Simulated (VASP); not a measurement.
A run of VASP 6.6.1 is set up as follows.

INCAR

```
SYSTEM = Pd
ALGO = Normal ; EDIFF = 1E-6
ENCUT = 520 ; GGA = PS
ISIF = 2 ; ISMEAR = -1
LASPH = .TRUE. ; LCHARG = .FALSE.
LREAL = .FALSE. ; LWAVE = .FALSE.
NBANDS = 11 ; NELM = 60
PREC = Accurate ; SIGMA = 0.1
```

KPOINTS

```
k-points
0
G
  24 24 24
  0 0 0
```

POSCAR

```
Pd
1.0
    0.0000000000      1.9327908188      1.9327908188
    1.9327908188      0.0000000000      1.9327908188
    1.9327908188      1.9327908188      0.0000000000
Pd
1
Direct
    0.0000000000      0.0000000000      0.0000000000
```

Potentials or basis: VASP PAW PBE potentials, release 64 (Pd).

Run with:

```console
$ cat potpaw_PBE.64/Pd/POTCAR > POTCAR
$ mpirun -np 1 vasp_std > vasp.out
```

Question: Estimate the pressure.

Answer: 1.6 GPa.

Question: Estimate the band gap on the k mesh.

Answer: Zero (band 5 reaches 10.30 eV, above the bottom of band 6 at 8.65 eV).

Caveat: the PAW data sets were made with another functional, which shifts forces and pressure a little.
